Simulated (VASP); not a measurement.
# C11O in VASP: a series of runs

C11O is run at these levels: PBE+D3(BJ); tasks: single point.

Program: VASP 6.6.1. These are calculated values, not measurements. Logs are shortened: lines on timing, memory, paths and dates and some standing lists are left out, and cuts for length are marked.

## (1) The cell of the first run

The cell holds a slab with vacuum, 12 atoms: a = 3.647 Å, b = 4.269 Å, c = 23.181 Å, α = 90.00°, β = 90.00°, γ = 112.97°.

## (2) Single point, PBE+D3(BJ)

Input file INCAR:

```
SYSTEM = C11O
PREC = Accurate
ENCUT = 520
EDIFF = 1E-7
ISMEAR = 0
SIGMA = 0.05
LREAL = .FALSE.
LASPH = .TRUE.
NELM = 80
ALGO = Normal
ISIF = 2
LWAVE = .FALSE.
LCHARG = .TRUE.
LDIPOL = .TRUE.
IDIPOL = 3
DIPOL = 0.5 0.5 0.319
GGA = PE
IVDW = 12
LELF = .TRUE.
LVHAR = .TRUE.
LVACPOTAV = .TRUE.
NBANDS = 37
```

Input file KPOINTS:

```
regular mesh
0
G
  8 7 1
  0 0 0
```

Input file POSCAR:

```
C11O
1.0
    3.6473242347      0.0000000000      0.0000000000
   -1.6658829406      3.9310150970      0.0000000000
    0.0000000000      0.0000000000     23.1809581692
C O
11 1
Direct
    0.5001799340      0.3333933113      0.1725554212
    0.4998200660      0.6666066887      0.1725554212
    0.5001799340      0.8333933113      0.2257231425
    0.4998200660      0.1666066887      0.2257231425
    0.5000212331      0.3353169669      0.2788716798
    0.4999787669      0.6646830331      0.2788716798
    0.5001286273      0.8366480408      0.3322552327
    0.4998713727      0.1633519592      0.3322552327
    0.4997623703      0.3544335274      0.3809574266
    0.5002376297      0.6455664726      0.3809574266
    0.9997623703      1.1044335274      0.5470420194
    0.9997623703      1.1044335274      0.4974323358
```

Potentials or basis: VASP PAW PBE potentials, release 64 (C, O).

Command:

```
$ cat potpaw_PBE.64/C/POTCAR potpaw_PBE.64/O/POTCAR > POTCAR
$ mpirun -np 1 vasp_std > vasp.out
```

OUTCAR:

```text
SYSTEM = C11O
   PREC = Accurate
   ENCUT = 520
   EDIFF = 1E-7
   ISMEAR = 0
   LREAL = .FALSE.
   LASPH = .TRUE.
   NELM = 80
   ISIF = 2
   GGA = PE
   IVDW = 12
 IVDW          = 12

 ion  position               nearest neighbor table
   1  0.500  0.333  0.173-   4 1.42   2 1.42
   2  0.500  0.667  0.173-   3 1.42   1 1.42
   3  0.500  0.833  0.226-   2 1.42   4 1.42   6 1.43
   4  0.500  0.167  0.226-   1 1.42   3 1.42   5 1.43
   5  0.500  0.335  0.279-   6 1.41   4 1.43   8 1.44
   6  0.500  0.665  0.279-   5 1.41   3 1.43   7 1.44
   7  0.500  0.837  0.332-  10 1.39   8 1.40   6 1.44
   8  0.500  0.163  0.332-   9 1.39   7 1.40   5 1.44
   9  0.500  0.354  0.381-  10 1.24   8 1.39
  10  0.500  0.646  0.381-   9 1.24   7 1.39
  11  1.000  0.104  0.547-  12 1.15
  12  1.000  0.104  0.497-  11 1.15

  LATTYP: Found a simple monoclinic cell.
 ALAT       =     3.6473242347
 B/A-ratio  =     6.3556066523
 C/A-ratio  =     1.1705653965
 COS(beta)  =    -0.3901884655

  Lattice vectors:

 A1 = (   3.6473242347,   0.0000000000,   0.0000000000)
 A2 = (   0.0000000000,   0.0000000000, -23.1809581692)
 A3 = (  -1.6658829406,   3.9310150970,   0.0000000000)

Analysis of symmetry for initial positions (statically):
=====================================================================
 Subroutine PRICEL returns:
 Original cell was already a primitive cell.

 Routine SETGRP: Setting up the symmetry group for a
 simple monoclinic supercell.

 Subroutine GETGRP returns: Found  1 space group operations
 (whereof  1 operations were pure point group operations)
 out of a pool of  4 trial point group operations.

The static configuration has the point symmetry C_1 .

Analysis of symmetry for dynamics (positions and initial velocities):
=====================================================================
 Subroutine PRICEL returns:
 Original cell was already a primitive cell.

 Routine SETGRP: Setting up the symmetry group for a
 simple monoclinic supercell.

 Subroutine GETGRP returns: Found  1 space group operations
 (whereof  1 operations were pure point group operations)
 out of a pool of  4 trial point group operations.

The dynamic configuration has the point symmetry C_1 .

 Subroutine INISYM returns: Found  1 space group operations
 (whereof  1 operations are pure point group operations),
 and found     1 'primitive' translations

----------------------------------------------------------------------------------------

                                     Primitive cell

  volume of cell :     332.3613

  direct lattice vectors                    reciprocal lattice vectors
     3.647324235  0.000000000  0.000000000     0.274173596  0.116189102  0.000000000
    -1.665882941  3.931015097  0.000000000     0.000000000  0.254387219  0.000000000
     0.000000000  0.000000000 23.180958169     0.000000000  0.000000000  0.043138855

  length of vectors
     3.647324235  4.269431539 23.180958169     0.297776876  0.254387219  0.043138855

  position of ions in fractional coordinates (direct lattice)
     0.500179934  0.333393311  0.172555421
     0.499820066  0.666606689  0.172555421
     0.500179934  0.833393311  0.225723143
     0.499820066  0.166606689  0.225723143
     0.500021233  0.335316967  0.278871680
     0.499978767  0.664683033  0.278871680
     0.500128627  0.836648041  0.332255233
     0.499871373  0.163351959  0.332255233
     0.499762370  0.354433527  0.380957427
     0.500237630  0.645566473  0.380957427
     0.999762370  0.104433527  0.547042019
     0.999762370  0.104433527  0.497432336

  ion indices of the primitive-cell ions
   primitive index   ion index
                 1           1
                 2           2
                 3           3
                 4           4
                 5           5
                 6           6
                 7           7
                 8           8
                 9           9
                10          10
                11          11
                12          12

----------------------------------------------------------------------------------------

 KPOINTS: regular mesh

Automatic generation of k-mesh.
 Grid dimensions read from file:
 generate k-points for:    8    7    1

 Generating k-lattice:

  Cartesian coordinates                     Fractional coordinates (reciprocal lattice)
     0.034271699  0.014523638  0.000000000     0.125000000 -0.000000000  0.000000000
     0.000000000  0.036341031  0.000000000     0.000000000  0.142857143  0.000000000
     0.000000000  0.000000000  0.043138855     0.000000000  0.000000000  1.000000000

  Length of vectors
     0.037222110  0.036341031  0.043138855

  Shift w.r.t. Gamma in fractional coordinates (k-lattice)
     0.000000000  0.000000000  0.000000000

 Subroutine IBZKPT returns following result:
 ===========================================

 Found     29 irreducible k-points:

 Following reciprocal coordinates:
            Coordinates               Weight
  0.000000  0.000000  0.000000      1.000000
  0.125000  0.000000  0.000000      2.000000
  0.250000  0.000000  0.000000      2.000000
  0.375000  0.000000  0.000000      2.000000
  0.500000  0.000000  0.000000      1.000000
  0.000000  0.142857  0.000000      2.000000
[... 16 lines left out ...]
  0.125000  0.428571  0.000000      2.000000
  0.250000  0.428571  0.000000      2.000000
 [... further k-points ...]
   k-points           NKPTS =     29   k-points in BZ     NKDIM =     29   number of bands    NBANDS=     37
   number of dos      NEDOS =    301   number of ions     NIONS =     12
   total plane-waves  NPLWV = 161280
   dimension x,y,z NGX =    28 NGY =   32 NGZ =  180
   dimension x,y,z NGXF=    56 NGYF=   64 NGZF=  360
   ions per type =              11   1
   NGX,Y,Z   is equivalent  to a cutoff of  12.76, 12.46, 12.91 a.u.
   NGXF,Y,Z  is equivalent  to a cutoff of  25.52, 24.92, 25.82 a.u.
 SYSTEM =  C11O
   PREC   = accura    normal or accurate (medium, high low for compatibility)
   ISTART =      0    job   : 0-new  1-cont  2-samecut
   ICHARG =      2    charge: 1-file 2-atom 10-const
   ISPIN  =      1    spin polarized calculation?
   LNONCOLLINEAR =      F non collinear calculations
   LSORBIT =      F    spin-orbit coupling
   LASPH  =      T    aspherical Exc in radial PAW
   ENCUT  =  520.0 eV  38.22 Ry    6.18 a.u.   6.78  7.94 43.10*2*pi/ulx,y,z
   NELM   =     80;   NELMIN=  2; NELMDL= -5     # of ELM steps
   EDIFF  = 0.1E-06   stopping-criterion for ELM
   LREAL  =      F    real-space projection
   EDIFFG = 0.1E-05   stopping-criterion for IOM
   NSW    =      0    number of steps for IOM
   IBRION =     -1    ionic relax: 0-MD 1-quasi-New 2-CG
   NFREE  =      0    steps in history (QN), initial steepest desc. (CG)
   ISIF   =      2    stress and relaxation
   ISYM   =      2    0-nonsym 1-usesym 2-fastsym
   POTIM  = 0.5000    time-step for ionic-motion
   TEBEG  =    0.0;   TEEND  =   0.0 temperature during run
   PSTRESS=    0.0 pullay stress
   NELECT =      50.0000    total number of electrons
   NUPDOWN=      -1.0000    fix difference up-down
   EMIN   =  10.00;   EMAX   =-10.00  energy-range for DOS
   EFERMI =   0.00;   METHOD = LEGACY
   ISMEAR =     0;   SIGMA  =   0.05  broadening in eV -4-tet -1-fermi 0-gaus
   EFERMI_NEDOS =   21; number of points for ismear=-14 and -15
   IALGO  =     38    algorithm
   IMIX   =      4    mixing-type and parameters
     AMIX     =   0.40;   BMIX     =  1.00
     AMIX_MAG =   1.60;   BMIX_MAG =  1.00
  volume/ion in A,a.u.               =      27.70       186.91
  Fermi-wavevector in a.u.,A,eV,Ry     =   0.870686  1.645357 10.314486  0.758093
  Thomas-Fermi vector in A             =   1.989686
   LORBIT       =      0    0 simple, 1 ext, 2 COOP (PROOUT), +10 PAW based schemes
   GGA     = PE    functional components
   LHFCALC =     F    Hartree Fock is set to
   AEXX    =    0.0000 exact exchange contribution
   IVDW    =    12    specifies the selected vdW correction
   LEPSILON=     F    determine dielectric tensor
   LRPA    =     F    only Hartree local field effects (RPA)
 non-spin polarized calculation
 Gauss-broadening in eV      SIGMA  =   0.05
  energy-cutoff  :      520.00
  volume of cell :      332.36
 maximum number of plane-waves:      8992
   NGX = 13   NGY = 15   NGZ = 87

 dipolmoment           0.000000      0.000000      0.011623 electrons x Angstroem

 number of electron      50.0000002 magnetization

 dipolmoment           0.000000      0.000000     -0.058057 electrons x Angstroem

 Free energy of the ion-electron system (eV)
  ---------------------------------------------------
  ext. energy  EPLUGINS =         0.00000000
  ---------------------------------------------------
  free energy    TOTEN  =       -97.27884867 eV

  energy without entropy =      -97.27564216  energy(sigma->0) =      -97.27724541

 E-fermi :  -2.8436     XC(G=0):  -4.3858

 val. band max:       -2.8567441032   @ k =   0.3750   0.4286   0.0000
 cond. band min:      -2.8420107029   @ k =  -0.1250   0.4286   0.0000
 fundamental gap:      0.0147334003
 Fermi energy:        -2.8436156476

 k-point     1 :       0.0000    0.0000    0.0000
  band No.  band energies     occupation
      1     -26.7926      2.00000
      2     -21.5643      2.00000
      3     -19.7170      2.00000
      4     -17.0093      2.00000
      5     -16.1451      2.00000
      6     -15.5435      2.00000
[... 29 lines left out ...]
     36       3.3030      0.00000
     37       4.1644      0.00000

 k-point     2 :       0.1250    0.0000    0.0000
  band No.  band energies     occupation
      1     -26.7884      2.00000
      2     -21.5254      2.00000
      3     -19.6811      2.00000
      4     -16.9815      2.00000
      5     -16.1642      2.00000
      6     -15.5429      2.00000
[... 29 lines left out ...]
     36       3.5238      0.00000
     37       4.3865      0.00000

 k-point     3 :       0.2500    0.0000    0.0000
  band No.  band energies     occupation
      1     -26.7784      2.00000
      2     -21.4287      2.00000
      3     -19.5922      2.00000
      4     -16.9133      2.00000
      5     -16.2041      2.00000
      6     -15.5479      2.00000
[... 29 lines left out ...]
     36       4.9796      0.00000
     37       4.9992      0.00000

 k-point     4 :       0.3750    0.0000    0.0000
  band No.  band energies     occupation
      1     -26.7685      2.00000
      2     -21.3278      2.00000
      3     -19.4997      2.00000
      4     -16.8436      2.00000
      5     -16.2367      2.00000
      6     -15.5606      2.00000
[... 29 lines left out ...]
     36       5.1810      0.00000
     37       5.9335      0.00000
[... 683 lines left out ...]
      1     -26.7858      2.00000
      2     -20.4715      2.00000
      3     -19.6012      2.00000
      4     -18.6706      2.00000
      5     -17.8035      2.00000
      6     -16.2653      2.00000
[... 29 lines left out ...]
     36       4.8417      0.00000
     37       4.9435      0.00000

 k-point    23 :       0.1250    0.4286    0.0000
  band No.  band energies     occupation
      1     -26.7819      2.00000
      2     -20.3822      2.00000
      3     -19.6589      2.00000
      4     -18.5979      2.00000
      5     -17.8487      2.00000
      6     -16.2330      2.00000
[... 29 lines left out ...]
     36       5.1770      0.00000
     37       5.1978      0.00000

 k-point    24 :       0.2500    0.4286    0.0000
  band No.  band energies     occupation
      1     -26.7738      2.00000
      2     -20.2968      2.00000
      3     -19.6554      2.00000
      4     -18.5249      2.00000
      5     -17.8394      2.00000
      6     -16.1843      2.00000
[... 29 lines left out ...]
     36       5.2665      0.00000
     37       5.4627      0.00000

 [... further k-points ...]

------------------------ aborting loop because EDIFF is reached ----------------------------------------

 Edisp (eV)   -1.30012

 E8    (eV) :    -0.3797

  FORCE on cell =-STRESS in cart. coord.  units (eV):
  Direction    XX          YY          ZZ          XY          YZ          ZX
  --------------------------------------------------------------------------------------
  -------------------------------------------------------------------------------------
  Total       0.08971    -1.45218    -3.41403     0.65360    -0.05560    -0.05537
  in kB       0.43247    -7.00034   -16.45765     3.15073    -0.26804    -0.26692
  external pressure =       -7.68 kB  Pullay stress =        0.00 kB

 VOLUME and BASIS-vectors are now :
 -----------------------------------------------------------------------------
  energy-cutoff  :      520.00
  volume of cell :      332.36
      direct lattice vectors                 reciprocal lattice vectors
     3.647324235  0.000000000  0.000000000     0.274173596  0.116189102  0.000000000
    -1.665882941  3.931015097  0.000000000     0.000000000  0.254387219  0.000000000
     0.000000000  0.000000000 23.180958169     0.000000000  0.000000000  0.043138855

 POSITION                                       TOTAL-FORCE (eV/Angst)
 -----------------------------------------------------------------------------------
      1.26892      1.31057      4.00000        -2.624591      6.137564      1.134968
      0.71252      2.62044      4.00000         2.624927     -6.137140      1.134566
      0.43598      3.27608      5.23248        -0.163416      0.380128     -1.174470
      1.54546      0.65493      5.23248         0.162927     -0.382059     -1.174537
      1.26514      1.31814      6.46451         0.004485     -0.004018      0.002839
      0.71630      2.61288      6.46451        -0.007532      0.008106      0.001109
      0.43037      3.28888      7.70199         0.003890      0.018588      0.013168
      1.55107      0.64214      7.70199         0.004443     -0.027013      0.024878
      1.23235      1.39328      8.83096         0.045426     -0.017621     -0.015634
      0.74909      2.53773      8.83096        -0.029105      0.046892      0.023919
      3.47248      0.41053     12.68096         0.002463      0.001942     -0.712989
      3.47248      0.41053     11.53096        -0.023918     -0.025368      0.742183
 -----------------------------------------------------------------------------------
    total drift:                               -0.000377     -0.000142     -0.000730

  FREE ENERGIE OF THE ION-ELECTRON SYSTEM (eV)
  ---------------------------------------------------
  free  energy   TOTEN  =       -98.5789732127 eV

  energy  without entropy=      -98.5757667001  energy(sigma->0) =      -98.57736996

 vacuum level on the upper side and lower side of the slab         2.965         3.698
```

Wall time 16 min (1 thread of Intel Xeon Platinum 8375C at 2.90GHz (Ice Lake), shared host); peak memory 0.53 GiB.

What came out:

```yaml
Free_energy: -98.5790 eV
Largest_force: 6.771 eV/Å
Band_gap_on_the_k_mesh: zero (bands 25 and 26 overlap by 0.73 eV)
Dispersion_energy_per_atom: -0.108 eV
```

Forces on the atoms (eV/Å):
```
C   -2.625  6.138  1.135
C    2.625 -6.137  1.135
C   -0.163  0.380 -1.174
C    0.163 -0.382 -1.175
C    0.004 -0.004  0.003
C   -0.008  0.008  0.001
C    0.004  0.019  0.013
C    0.004 -0.027  0.025
C    0.045 -0.018 -0.016
C   -0.029  0.047  0.024
C    0.002  0.002 -0.713
O   -0.024 -0.025  0.742
```

[end of part 1 of 2]

The gap in the log of VASP goes by the Fermi energy; the results here count the filled bands.